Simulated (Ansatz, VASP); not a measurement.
**YBe4P: VASP beside Ansatz**

Contents of INCAR:

```
ALGO = Normal
EDIFF = 1E-7
EDIFFG = -0.04
ENCUT = 600
GGA = PE
GGA_COMPAT = False
IBRION = 2
ISIF = 3
ISMEAR = 0
LASPH = True
LCHARG = False
LREAL = False
LWAVE = False
NELM = 120
NELMIN = 4
NSW = 90
PREC = Accurate
SIGMA = 0.1
```

KPOINTS

```
k-points
0
Gamma
  4 4 4
```

File POSCAR:

```
YBe4P
1.0
    0.0000000000      3.2609454814      3.2609454814
    3.2609454814      0.0000000000      3.2609454814
    3.2609454814      3.2609454814      0.0000000000
Y Be P
1 4 1
Direct
    0.2500000000      0.2500000000      0.2500000000
    0.6257700000      0.1226900000      0.6257700000
    0.6257700000      0.6257700000      0.1226900000
    0.6257700000      0.6257700000      0.6257700000
    0.1226900000      0.6257700000      0.6257700000
    0.0000000000      0.0000000000      0.0000000000
```

Input for Ansatz:

```yaml
crystal:
  lattice:
    - [0.0, 3.2609454814, 3.2609454814]
    - [3.2609454814, 0.0, 3.2609454814]
    - [3.2609454814, 3.2609454814, 0.0]
  atoms:
    - { symbol: "Y", position: [0.25, 0.25, 0.25] }
    - { symbol: Be, position: [0.62577, 0.12269, 0.62577] }
    - { symbol: Be, position: [0.62577, 0.62577, 0.12269] }
    - { symbol: Be, position: [0.62577, 0.62577, 0.62577] }
    - { symbol: Be, position: [0.12269, 0.62577, 0.62577] }
    - { symbol: P, position: [0.0, 0.0, 0.0] }
basis:
  ecutwfc: 420
kpoints:
  mp_grid: { grid: [4, 4, 4] }
hamiltonian:
  xc: pbe
scf:
  occupations: { method: gaussian, width: 0.1 }
  lower_state_search: "off"
output:
  forces: true
  stress: true
  eigenvalues: true
relax:
  adjacent_minimum: "off"
  f_tol: 0.04
  max_steps: 70
  cell: { stress_tol: 0.4 }
```

Alike in both runs: task relaxation of cell and atoms; functional PBE; k mesh 4 × 4 × 4; occupations gaussian, width 0.1 eV; no spin polarisation.

|  | VASP | Ansatz |
| --- | --- | --- |
| version | VASP 6.6.1 | Ansatz 0.2.0 |
| potentials or method | VASP PAW PBE potentials, release 64 (Y_sv, Be, P), cutoff 600 eV | scalar-relativistic, plane waves, PAW |
| valence electrons in the cell | 24 | 24 |

Ansatz gave:

* gap on the k mesh at the Fermi level, each at its own relaxed structure (eV): none
* relaxed volume (Å³/atom): 13.02
* relaxed cell length with the largest relative difference (Å): 4.799

**Question.** Which values does VASP return?

**Answer.** gap on the k mesh at the Fermi level, each at its own relaxed structure (eV): none; relaxed volume (Å³/atom): 13.05; relaxed cell length with the largest relative difference (Å): 4.802.

A gap of «none» marks a metal or a gap that the smearing closes.

The k mesh is coarse, so the values compare programs but aren't converged.
